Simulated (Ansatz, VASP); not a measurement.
# Two plane-wave programs on PbO2

```
Pb O
1.0
     0.00000    2.55533    2.55533
     2.55533    0.00000    2.55533
     2.55533    2.55533    0.00000
Pb O
1 2
Direct
  0.00000 0.00000 0.00000
  0.25000 0.25000 0.25000
  0.75000 0.75000 0.75000
```

Alike in both runs: task relaxation of cell and atoms; functional PBE; k mesh 11 × 11 × 11; occupations fermi-dirac, width 0.08 eV; no spin polarisation.

```csv
,VASP,Ansatz
version,VASP 6.6.1,Ansatz 0.2.0
potentials or method,"VASP PAW PBE potentials, release 64 (Pb_d, O)","PAW with Ansatz's default frozen-core files, scalar-relativistic"
plane-wave cutoff (eV),600,420
valence electrons in the cell,26,26
```

```csv
,VASP,Ansatz,Ansatz less VASP
relaxed volume (Å³/atom),13.19,13.18,-0.016
relaxed cell length with the largest relative difference (Å),3.825,3.824,-0.0016
```

Spin-orbit coupling is off throughout. Noted on VASP's run: the volume moved by over 15 % at a fixed basis, so the end points are rough.
